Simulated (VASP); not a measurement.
Here is a VASP 6.6.1 calculation.

Contents of POSCAR:

```
BaTiO3
1.0
    4.0060000000      0.0000000000      0.0000000000
    0.0000000000      4.0060000000      0.0000000000
    0.0000000000      0.0000000000      4.0060000000
Ba Ti O
1 1 3
Direct
    0.5000000000      0.5000000000      0.5000000000
    0.0000000000      0.0000000000      0.0000000000
    0.5000000000      0.0000000000      0.0000000000
    0.0000000000      0.5000000000      0.0000000000
    0.0000000000      0.0000000000      0.5000000000
```

The input INCAR.step1:

```
SYSTEM = BaTiO3
PREC = Accurate ; ENCUT = 580
ISMEAR = -1 ; SIGMA = 0.01
LREAL = .False. ; LASPH = .True.
NELM = 120 ; GGA = PE
ALGO = Normal ; EDIFF = 1E-5
LWAVE = .True. ; LCHARG = .False.
GGA_COMPAT = .False. ; IBRION = 2
EDIFFG = -0.01 ; NELMIN = 4
NSW = 100
```

The input INCAR.step2:

```
SYSTEM = BaTiO3
PREC = Accurate ; ENCUT = 580
EDIFF = 1E-7 ; ISMEAR = -1
SIGMA = 0.01 ; LREAL = .False.
LASPH = .True. ; NELM = 120
ALGO = Normal ; ISIF = 2
LWAVE = .False. ; LCHARG = .False.
METAGGA = R2SCAN ; LMIXTAU = .True.
IBRION = 2 ; NSW = 80
EDIFFG = -0.02 ; ISTART = 1
GGA_COMPAT = .False. ; NELMIN = 4
```

Contents of KPOINTS:

```
regular mesh
0
Gamma
  8 8 8
  0 0 0
```

Potentials or basis: VASP PAW PBE potentials, release 64 (Ba_sv, Ti_sv, O).

The run is started by

```console
$ cat potpaw_PBE.64/Ba_sv/POTCAR potpaw_PBE.64/Ti_sv/POTCAR potpaw_PBE.64/O/POTCAR > POTCAR
$ cp INCAR.step1 INCAR
$ mpirun -np 1 vasp_std > vasp.out
$ cp INCAR.step2 INCAR
$ mpirun -np 1 vasp_std > vasp.out
```

Question: Estimate the band gap on the k mesh.

Answer: 2.13 eV, indirect (least direct gap 2.29 eV).

Final structure:
```xyz
5
Lattice="4.0060 0.0000 0.0000 0.0000 4.0060 0.0000 0.0000 0.0000 4.0060" Properties=species:S:1:pos:R:3 pbc="T T T"
Ba    2.0030    2.0030    2.0030
Ti    0.0000    0.0000    0.0000
O     2.0030    0.0000    0.0000
O     0.0000    2.0030    0.0000
O     0.0000    0.0000    2.0030
```

Caveat: the relaxation stopped at its first step, so nothing moved; spin-orbit coupling is left out, which moves the levels of the heavy elements. A k mesh can miss the band edges.
